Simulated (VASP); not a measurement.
Crystal: HfS2.

```
Hf S
1.0
     3.76813    0.00000    0.00000
    -1.88406    3.26329    0.00000
     0.00000    0.00000    6.03006
Hf S
1 2
Direct
  0.00000 0.00000 0.00000
  0.66667 0.33333 0.76228
  0.33333 0.66667 0.23772
```

This cell differs from its parent crystal: equal strain along all axes, cell held: +4.5 %.

- Program: VASP 6.6.1
- Task: relaxation of the atoms
- Functional: PBE
- Dispersion: D3(BJ)
- Potentials or basis: VASP PAW PBE potentials, release 64 (Hf_pv, S)
- Cutoff: 450 eV
- k mesh: 12 × 12 × 6
- Occupations: gaussian, width 0.02 eV
- Spin: no spin polarisation

At the start: pressure -7.2 GPa; volume 24.72 Å³/atom.

**Question.** How do energy, volume and symmetry change on relaxing?

**Answer.** Over 3 steps the energy falls by 8.9 meV/atom at a fixed cell; space group P-3m1 (No. 164, to 0.1 Å) before and after.

Step by step:
| step | energy change (eV) | largest force (eV/Å) | pressure (GPa) |
| --- | --- | --- | --- |
| 1 | 0.0000 | 0.5242 | -7.22 |
| 2 | -0.0199 | 0.2629 | -6.08 |
| 3 | -0.0266 | 0.0044 | -4.90 |

Final structure:
```
Hf S
1.0
     3.76813    0.00000    0.00000
    -1.88406    3.26329    0.00000
     0.00000    0.00000    6.03006
Hf S
1 2
Direct
  0.00000 0.00000 0.00000
  0.66667 0.33333 0.77069
  0.33333 0.66667 0.22931
```

Caveat: the cell differs from its parent crystal (equal strain along all axes, cell held: +4.5 %).
